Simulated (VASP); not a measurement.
Here is a VASP 6.6.1 calculation.

The input INCAR:

```
ALGO     = Normal         # electronic algorithm
EDIFF    = 1E-8           # SCF threshold, eV
ENCUT    = 520            # plane-wave cutoff, eV
GGA      = CA             # functional
IBRION   = 8              # ionic algorithm
ISIF     = 2              # what is computed and relaxed
ISMEAR   = 0              # smearing method
LASPH    = True           # aspherical terms in the spheres
LCHARG   = False          # write CHGCAR
LEPSILON = True           # dielectric tensor by DFPT
LREAL    = False          # projectors in reciprocal space
LWAVE    = False          # write WAVECAR
NBANDS   = 21             # bands
NELM     = 60             # most SCF steps
NSW      = 1              # ionic steps
PREC     = Accurate       # precision mode
SIGMA    = 0.01           # smearing width, eV
```

File KPOINTS:

```
k-points
0
Gamma
  8 8 6
```

Contents of POSCAR:

```
AlGaN2
1.0
    3.0789624337      0.0000000000      0.0000000000
    0.0000000000      3.0789624337      0.0000000000
    0.0000000000      0.0000000000      4.3295737051
Al Ga N
1 1 2
Direct
    0.5000000000      0.5000000000      0.5000000000
    0.0000000000      0.0000000000      0.0000000000
    0.5000000000      0.0000000000      0.7399132894
    0.0000000000      0.5000000000      0.2600867106
```

Potentials or basis: VASP PAW LDA potentials, release 64 (Al, Ga_d, N).

Run with:

```console
$ cat potpaw_LDA.64/Al/POTCAR potpaw_LDA.64/Ga_d/POTCAR potpaw_LDA.64/N/POTCAR > POTCAR
$ mpirun -np 1 vasp_std > vasp.out
```

**Question.** Predict the electronic dielectric tensor (diagonal).

**Answer.** 4.97, 4.97, 4.94.

**Question.** Estimate the Born charges (mean of the diagonal).

**Answer.** Al +2.55; Ga +2.54; N -2.54 e.

**Question.** Predict the highest phonon frequency at Γ, LO-TO splitting left out.

**Answer.** 739 cm⁻¹.

Phonon frequencies in cm⁻¹ (negative: imaginary):
| q point | frequencies |
| --- | --- |
| (0.000, 0.000, 0.000) | 0 0 0 258 258 463 620 620 667 727 727 739 |

Caveat: the cell wasn't relaxed at this level first, which shifts response properties.
